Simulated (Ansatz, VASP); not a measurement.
**SiC5: VASP beside Ansatz**

The input INCAR:

```
PREC = Accurate
ENCUT = 520
EDIFF = 1E-6
ISMEAR = 0
SIGMA = 0.1
LREAL = F
LASPH = T
NELM = 150
ALGO = Normal
ISIF = 2
LWAVE = F
LCHARG = F
ISPIN = 2
MAGMOM = 0 1 1 1 1 1
LORBIT = 11
GGA = PE
NBANDS = 25
```

The input KPOINTS:

```
regular mesh
0
Gamma
  6 6 6
```

Contents of POSCAR:

```
SiC5
1.0
    2.5066478000      1.4472137800      4.4839137200
   -2.5066478000      1.4472137800      4.4839137200
    0.0000000000     -2.8944275700      4.4839137200
Si C
1 5
Direct
    0.0000000000      0.0000000000      0.0000000000
    0.1245954700      0.5000000000      0.8754045300
    0.8754045300      0.1245954700      0.5000000000
    0.5000000000      0.8754045300      0.1245954700
    0.3448401700      0.3448401700      0.3448401700
    0.6551598300      0.6551598300      0.6551598300
```

Input for Ansatz:

```yaml
crystal:
  lattice:
    - [2.5066478, 1.44721378, 4.48391372]
    - [-2.5066478, 1.44721378, 4.48391372]
    - [0.0, -2.89442757, 4.48391372]
  atoms:
    - { symbol: Si, position: [0.0, 0.0, 0.0] }
    - { symbol: C, position: [0.12459547, 0.5, 0.87540453], spin: 1.0 }
    - { symbol: C, position: [0.87540453, 0.12459547, 0.5], spin: 1.0 }
    - { symbol: C, position: [0.5, 0.87540453, 0.12459547], spin: 1.0 }
    - { symbol: C, position: [0.34484017, 0.34484017, 0.34484017], spin: 1.0 }
    - { symbol: C, position: [0.65515983, 0.65515983, 0.65515983], spin: 1.0 }
basis:
  ecutwfc: 420
kpoints:
  mp_grid: { grid: [6, 6, 6] }
hamiltonian:
  xc: pbe
scf:
  occupations: { method: gaussian, width: 0.1 }
  lower_state_search: "off"
output:
  forces: true
  stress: true
  eigenvalues: true
  populations: true
magnetization:
  spin_polarized: true
```

Change from the starting cell: species swapped into the Sm5Mg type (R32, No. 155).

Alike in both runs: task single point; functional PBE; k mesh 6 × 6 × 6; occupations gaussian, width 0.1 eV; collinear spin.

|  | VASP | Ansatz |
| --- | --- | --- |
| version | VASP 6.6.1 | Ansatz 0.2.0 |
| potentials or method | VASP PAW PBE potentials, release 64 (Si, C), cutoff 520 eV | scalar-relativistic, plane waves, PAW |
| valence electrons in the cell | 24 | 24 |

|  | VASP | Ansatz | Ansatz less VASP |
| --- | --- | --- | --- |
| gap on the k mesh at the Fermi level (eV) | none | none | - |
| pressure (GPa) | -25.7 | -25.7 | +0.02 |
| traceless stress, the component that is largest in VASP (GPa) | -1.24 | -1.23 | +0.005 |
| rms of the force components (eV/Å) | 0.123 | 0.123 | +0.0003 |
| net moment per atom (μB) | 0.00 | 0.00 | 0.000 |

Atom by atom the forces differ by 0.000 eV/Å (rms over components). A gap of «none» marks a metal or a gap that the smearing closes. Ansatz's warnings: seeded moment not kept.
